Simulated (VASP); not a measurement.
# CrCuO2 (R-3m) in VASP: single point with PBE+U

Aim: the single point of CrCuO2 with PBE+U.

Everything below comes from runs of VASP 6.6.1. Logs are shortened: lines on timing, memory, paths and dates and some standing lists are left out, and cuts for length are marked.

### Step 1. The cell of the first run

Symmetry: R-3m, No. 166, trigonal system. Conventional cell: a = 3.037 Å, b = 3.037 Å, c = 17.248 Å, α = 90.00°, β = 90.00°, γ = 120.00°. Cr (site symmetry -3m) has 6 O at 2.02 Å within 2.7 Å. Within 2.5 Å of Cu (site symmetry -3m) lie 2 O at 1.88 Å. Within 2.5 Å of O (site symmetry 3m) lie 1 Cu at 1.88 Å and 3 Cr at 2.02 Å.

### Step 2. Single point, PBE+U, collinear spin, ferrimagnetic start

File INCAR:

```
SYSTEM = CrCuO2
  PREC = Accurate
  ENCUT = 600
  EDIFF = 1E-6
  ISMEAR = 0
  SIGMA = 0.05
  LREAL = .False.
  LASPH = .True.
  NELM = 200
  ALGO = Normal
  ISIF = 2
  LWAVE = .False.
  LCHARG = .True.
  ISPIN = 2
  MAGMOM = 4 -1 0 0
  LORBIT = 11
  LMAXMIX = 4
  LDAU = .True.
  LDAUTYPE = 2
  LDAUL = 2 2 -1
  LDAUU = 3.7 4 0
  LDAUJ = 0 0 0
  LDAUPRINT = 1
  GGA = PE
  LELF = .True.
  LVHAR = .True.
  NBANDS = 30
  GGA_COMPAT = .False.
```

File KPOINTS:

```
regular mesh
0
Gamma
  5 5 5
  0 0 0
```

File POSCAR:

```
CrCuO2
1.0
    1.5186164666      0.8767736258      5.7494745724
   -1.5186164666      0.8767736258      5.7494745724
    0.0000000000     -1.7535472516      5.7494745724
Cr Cu O
1 1 2
Direct
    0.5000000000      0.5000000000      0.5000000000
    0.0000000000      0.0000000000      0.0000000000
    0.1087997125      0.1087997125      0.1087997125
    0.8912002875      0.8912002875      0.8912002875
```

Potentials or basis: VASP PAW PBE potentials, release 64 (Cr_pv, Cu, O).

On the command line:

```bash
$ cat potpaw_PBE.64/Cr_pv/POTCAR potpaw_PBE.64/Cu/POTCAR potpaw_PBE.64/O/POTCAR > POTCAR
$ mpirun -np 1 vasp_std > vasp.out
```

OUTCAR:

```text
SYSTEM = CrCuO2
   PREC = Accurate
   ENCUT = 600
   EDIFF = 1E-6
   ISMEAR = 0
   LREAL = .False.
   LASPH = .True.
   NELM = 200
   ISIF = 2
   ISPIN = 2
   LORBIT = 11
   GGA = PE

 ion  position               nearest neighbor table
   1  0.500  0.500  0.500-   3 2.02   3 2.02   4 2.02   4 2.02   3 2.02   4 2.02
   2  0.000  0.000  0.000-   3 1.88   4 1.88
   3  0.109  0.109  0.109-   2 1.88   1 2.02   1 2.02   1 2.02
   4  0.891  0.891  0.891-   2 1.88   1 2.02   1 2.02   1 2.02

  LATTYP: Found a trigonal (rhomboedric) cell.
 ALAT       =     6.0109388470
 COS(alpha) =     0.8723438960

  Lattice vectors:

 A1 = (   1.5186164666,   0.8767736258,   5.7494745724)
 A2 = (  -1.5186164666,   0.8767736258,   5.7494745724)
 A3 = (   0.0000000000,  -1.7535472516,   5.7494745724)

Analysis of symmetry for initial positions (statically):
=====================================================================
 Subroutine PRICEL returns:
 Original cell was already a primitive cell.

 Routine SETGRP: Setting up the symmetry group for a
 trigonal (rhombohedral) supercell.

 Subroutine GETGRP returns: Found 12 space group operations
 (whereof 12 operations were pure point group operations)
 out of a pool of 12 trial point group operations.

The static configuration has the point symmetry D_3d.

Analysis of symmetry for dynamics (positions and initial velocities):
=====================================================================
 Subroutine PRICEL returns:
 Original cell was already a primitive cell.

 Routine SETGRP: Setting up the symmetry group for a
 trigonal (rhombohedral) supercell.

 Subroutine GETGRP returns: Found 12 space group operations
 (whereof 12 operations were pure point group operations)
 out of a pool of 12 trial point group operations.

The dynamic configuration has the point symmetry D_3d.

Analysis of structural, dynamic, and magnetic symmetry:
=====================================================================
 Subroutine PRICEL returns:
 Original cell was already a primitive cell.

 Routine SETGRP: Setting up the symmetry group for a
 trigonal (rhombohedral) supercell.

 Subroutine GETGRP returns: Found 12 space group operations
 (whereof 12 operations were pure point group operations)
 out of a pool of 12 trial point group operations.

The overall configuration has the point symmetry D_3d.

 Subroutine INISYM returns: Found 12 space group operations
 (whereof 12 operations are pure point group operations),
 and found     1 'primitive' translations

----------------------------------------------------------------------------------------

                                     Primitive cell

  volume of cell :      45.9320

  direct lattice vectors                    reciprocal lattice vectors
     1.518616467  0.876773626  5.749474572     0.329247055  0.190090876  0.057976312
    -1.518616467  0.876773626  5.749474572    -0.329247055  0.190090876  0.057976312
     0.000000000 -1.753547252  5.749474572     0.000000000 -0.380181752  0.057976312

  length of vectors
     6.010938847  6.010938847  6.010938847     0.384576933  0.384576933  0.384576933

  position of ions in fractional coordinates (direct lattice)
     0.500000000  0.500000000  0.500000000
[... 142 lines left out ...]
  o =  0.0457  v =  0.0000  0.0000  0.0000  0.0000  0.0000  0.0000 -0.6514 -0.0000  0.0000 -0.7587      0.0000  0.0000  0.0000  0.0000  0.0000  0.0000  0.0000  0.0000  0.0000  0.0000
  o =  0.2065  v =  0.0000  0.0000  0.0000  0.0000  0.0000  0.6514  0.0000  0.0000 -0.7587  0.0000      0.0000  0.0000  0.0000  0.0000  0.0000  0.0000  0.0000  0.0000  0.0000  0.0000
  o =  0.2065  v =  0.0000  0.0000  0.0000  0.0000  0.0000  0.0000 -0.7587  0.0000  0.0000  0.6514      0.0000  0.0000  0.0000  0.0000  0.0000  0.0000  0.0000  0.0000  0.0000  0.0000
  o =  0.3060  v =  0.6166  0.0000 -0.0000 -0.7873 -0.0000  0.0000  0.0000  0.0000  0.0000  0.0000      0.0000  0.0000  0.0000  0.0000  0.0000  0.0000  0.0000  0.0000  0.0000  0.0000
  o =  0.3060  v =  0.0000 -0.7873 -0.0000  0.0000  0.6166  0.0000  0.0000  0.0000  0.0000  0.0000      0.0000  0.0000  0.0000  0.0000  0.0000  0.0000  0.0000  0.0000  0.0000  0.0000
  o =  0.9486  v =  0.0000  0.0000 -1.0000  0.0000  0.0000  0.0000  0.0000  0.0000  0.0000  0.0000      0.0000  0.0000  0.0000  0.0000  0.0000  0.0000  0.0000  0.0000  0.0000  0.0000
  o =  0.9513  v = -0.7873  0.0000 -0.0000 -0.6166 -0.0000  0.0000  0.0000  0.0000  0.0000  0.0000      0.0000  0.0000  0.0000  0.0000  0.0000  0.0000  0.0000  0.0000  0.0000  0.0000
  o =  0.9513  v =  0.0000 -0.6166 -0.0000  0.0000 -0.7873  0.0000  0.0000  0.0000  0.0000  0.0000      0.0000  0.0000  0.0000  0.0000  0.0000  0.0000  0.0000  0.0000  0.0000  0.0000

atom =   2  type =  2  l = 2

 onsite density matrix

spin component  1

  0.9493 -0.0000  0.0000 -0.0008  0.0000
 -0.0000  0.9626 -0.0000 -0.0000 -0.0008
  0.0000 -0.0000  0.8599 -0.0000  0.0000
 -0.0008 -0.0000 -0.0000  0.9626 -0.0000
  0.0000 -0.0008  0.0000 -0.0000  0.9493

spin component  2

  0.9495 -0.0000  0.0000  0.0001  0.0000
 -0.0000  0.9659  0.0000 -0.0000  0.0001
  0.0000  0.0000  0.8586 -0.0000  0.0000
  0.0001 -0.0000 -0.0000  0.9659  0.0000
  0.0000  0.0001  0.0000  0.0000  0.9495

 occupancies and eigenvectors

  o =  0.8586  v =  0.0000  0.0000  0.0000  0.0000  0.0000 -0.0000  0.0000  1.0000  0.0000 -0.0000      0.0000  0.0000  0.0000  0.0000  0.0000  0.0000  0.0000  0.0000  0.0000  0.0000
  o =  0.8599  v = -0.0000 -0.0000  1.0000 -0.0000 -0.0000  0.0000  0.0000  0.0000  0.0000  0.0000      0.0000  0.0000  0.0000  0.0000  0.0000  0.0000  0.0000  0.0000  0.0000  0.0000
  o =  0.9493  v =  0.9984 -0.0000 -0.0000  0.0570 -0.0000  0.0000  0.0000  0.0000  0.0000  0.0000      0.0000  0.0000  0.0000  0.0000  0.0000  0.0000  0.0000  0.0000  0.0000  0.0000
  o =  0.9493  v =  0.0000  0.0570  0.0000  0.0000  0.9984  0.0000  0.0000  0.0000  0.0000  0.0000      0.0000  0.0000  0.0000  0.0000  0.0000  0.0000  0.0000  0.0000  0.0000  0.0000
  o =  0.9495  v =  0.0000  0.0000  0.0000  0.0000  0.0000  1.0000  0.0000 -0.0000 -0.0057 -0.0000      0.0000  0.0000  0.0000  0.0000  0.0000  0.0000  0.0000  0.0000  0.0000  0.0000
  o =  0.9495  v =  0.0000  0.0000  0.0000  0.0000  0.0000  0.0000 -0.0057  0.0000 -0.0000  1.0000      0.0000  0.0000  0.0000  0.0000  0.0000  0.0000  0.0000  0.0000  0.0000  0.0000
  o =  0.9626  v = -0.0570 -0.0000  0.0000  0.9984  0.0000  0.0000  0.0000  0.0000  0.0000  0.0000      0.0000  0.0000  0.0000  0.0000  0.0000  0.0000  0.0000  0.0000  0.0000  0.0000
  o =  0.9626  v =  0.0000 -0.9984  0.0000 -0.0000  0.0570  0.0000  0.0000  0.0000  0.0000  0.0000      0.0000  0.0000  0.0000  0.0000  0.0000  0.0000  0.0000  0.0000  0.0000  0.0000
  o =  0.9659  v =  0.0000  0.0000  0.0000  0.0000  0.0000  0.0057  0.0000 -0.0000  1.0000  0.0000      0.0000  0.0000  0.0000  0.0000  0.0000  0.0000  0.0000  0.0000  0.0000  0.0000
  o =  0.9659  v =  0.0000  0.0000  0.0000  0.0000  0.0000  0.0000 -1.0000 -0.0000  0.0000 -0.0057      0.0000  0.0000  0.0000  0.0000  0.0000  0.0000  0.0000  0.0000  0.0000  0.0000

 number of electron      34.9999991 magnetization       2.9999992

 Free energy of the ion-electron system (eV)
  ---------------------------------------------------
  ext. energy  EPLUGINS =         0.00000000
  ---------------------------------------------------
  free energy    TOTEN  =       -25.62948496 eV

  energy without entropy =      -25.62948496  energy(sigma->0) =      -25.62948496

 E-fermi :   4.9469     XC(G=0): -11.2551

 val. band max:        4.6992245356   @ k =  -0.4000   0.4000   0.0000
 cond. band min:       6.9210112855   @ k =   0.4000   0.4000  -0.0000
 fundamental gap:      2.2217867500
 Fermi energy:         4.9468654328

 spin component 1

 k-point     1 :       0.0000    0.0000    0.0000
  band No.  band energies     occupation
      1     -39.3962      1.00000
      2     -39.3704      1.00000
      3     -39.3704      1.00000
      4     -14.4114      1.00000
      5     -12.9163      1.00000
      6      -2.6273      1.00000
[... 597 lines left out ...]
     28      19.9185      0.00000
     29      20.0340      0.00000
 Fermi energy:         4.9468654328

 spin component 2

 k-point     1 :       0.0000    0.0000    0.0000
  band No.  band energies     occupation
      1     -36.3568      1.00000
      2     -36.3568      1.00000
      3     -36.2740      1.00000
      4     -14.3752      1.00000
      5     -12.9471      1.00000
      6      -1.9088      1.00000
[... 597 lines left out ...]
     28      20.0247      0.00000
     29      20.9174      0.00000
 [bands above 29 left out]

------------------------ aborting loop because EDIFF is reached ----------------------------------------

  FORCE on cell =-STRESS in cart. coord.  units (eV):
  Direction    XX          YY          ZZ          XY          YZ          ZX
  --------------------------------------------------------------------------------------
  -------------------------------------------------------------------------------------
  Total        0.5137737      0.5137737     -0.7279832     -0.0000000      0.0000000      0.0000000
  in kB       17.9212144     17.9212144    -25.3931726     -0.0000000      0.0000000      0.0000000
  external PRESSURE =       3.4830854 kB  Pullay stress =       0.0000000 kB

 VOLUME and BASIS-vectors are now :
 -----------------------------------------------------------------------------
  energy-cutoff  :      600.00
  volume of cell :       45.93
      direct lattice vectors                 reciprocal lattice vectors
     1.518616467  0.876773626  5.749474572     0.329247055  0.190090876  0.057976312
    -1.518616467  0.876773626  5.749474572    -0.329247055  0.190090876  0.057976312
     0.000000000 -1.753547252  5.749474572     0.000000000 -0.380181752  0.057976312

 POSITION                                       TOTAL-FORCE (eV/Angst)
 -----------------------------------------------------------------------------------
      0.00000      0.00000      8.62421         0.000000     -0.000000     -0.000000
      0.00000      0.00000      0.00000        -0.000000     -0.000000      0.000000
      0.00000      0.00000      1.87662        -0.000000      0.000000     -0.496677
      0.00000      0.00000     15.37180        -0.000000     -0.000000      0.496677
 -----------------------------------------------------------------------------------
    total drift:                               -0.000000      0.000000     -0.000000

  FREE ENERGIE OF THE ION-ELECTRON SYSTEM (eV)
  ---------------------------------------------------
  free  energy   TOTEN  =       -25.6294849600 eV

  energy  without entropy=      -25.6294849600  energy(sigma->0) =      -25.62948496

 total charge

# of ion       s       p       d       tot
------------------------------------------
    1        0.293   6.328   3.976  10.597
    2        0.394   0.274   9.351  10.018
    3        1.548   3.499   0.000   5.046
    4        1.548   3.499   0.000   5.046
--------------------------------------------------
tot          3.782  13.599  13.327  30.708

 magnetization (x)

# of ion       s       p       d       tot
------------------------------------------
    1        0.032   0.028   2.915   2.975
    2        0.012   0.004  -0.006   0.010
    3       -0.003  -0.037   0.000  -0.040
    4       -0.003  -0.037   0.000  -0.040
--------------------------------------------------
tot          0.038  -0.041   2.909   2.906
```

Run time: 5.7 min. Hardware: 1 thread of AMD EPYC 7R43 (Zen 3), shared host; peak memory 0.37 GiB.

Results:

| Property | Result |
| --- | --- |
| Free energy | -25.6295 eV |
| Pressure | 0.3 GPa |
| Largest force | 0.497 eV/Å |
| Band gap on the k mesh | 2.22 eV (least direct gap 2.53 eV) |
| Net moment | 3.00 μB per cell |
| Site moments | Cr +2.98; Cu +0.01; O -0.04 μB |
| Valence electrons inside the program's atomic spheres | Cr 10.60; Cu 10.02; O 5.05 |

Forces on the atoms (eV/Å):
```
Cr   0.000  0.000  0.000
Cu   0.000  0.000  0.000
O    0.000  0.000 -0.497
O    0.000  0.000  0.497
```

Stress tensor (GPa, compression positive):
```
 1.79  0.00  0.00
 0.00  1.79  0.00
 0.00  0.00 -2.54
```

Levels at points of the mesh, in eV from the valence-band top:
Spin up:
| k point | band 15 | band 16 | band 17 | band 18 | band 19 | band 20 | band 21 | band 22 | band 23 | band 24 |
| --- | --- | --- | --- | --- | --- | --- | --- | --- | --- | --- |
| (0.00, 0.00, 0.00) | -1.83 | -1.83 | -1.57 | -1.57 | -1.53 | 2.58 | 3.68 | 3.68 | 5.56 | 7.24 |
Spin down:
| k point | band 13 | band 14 | band 15 | band 16 | band 17 | band 18 | band 19 | band 20 |
| --- | --- | --- | --- | --- | --- | --- | --- | --- |
| (0.00, 0.00, 0.00) | -1.89 | -1.89 | -1.65 | -1.65 | 2.37 | 3.83 | 3.83 | 4.68 |

Eigenvalues of the final occupation matrices:
| site | spin | trace | eigenvalues |
| --- | --- | --- | --- |
| site 1 d | 1 | 3.46 | 0.31 0.31 0.95 0.95 0.95 |
| site 1 d | 2 | 0.54 | 0.04 0.05 0.05 0.21 0.21 |
| site 2 d | 1 | 4.68 | 0.86 0.95 0.95 0.96 0.96 |
| site 2 d | 2 | 4.69 | 0.86 0.95 0.95 0.97 0.97 |

Caveat: the k points lie up to 0.48 Å⁻¹ apart; an empty level that is flat over the whole mesh can mark a ghost state of the potentials, or a narrow d or f band; an odd mesh through Γ misses points on the zone boundary, where band edges can lie.
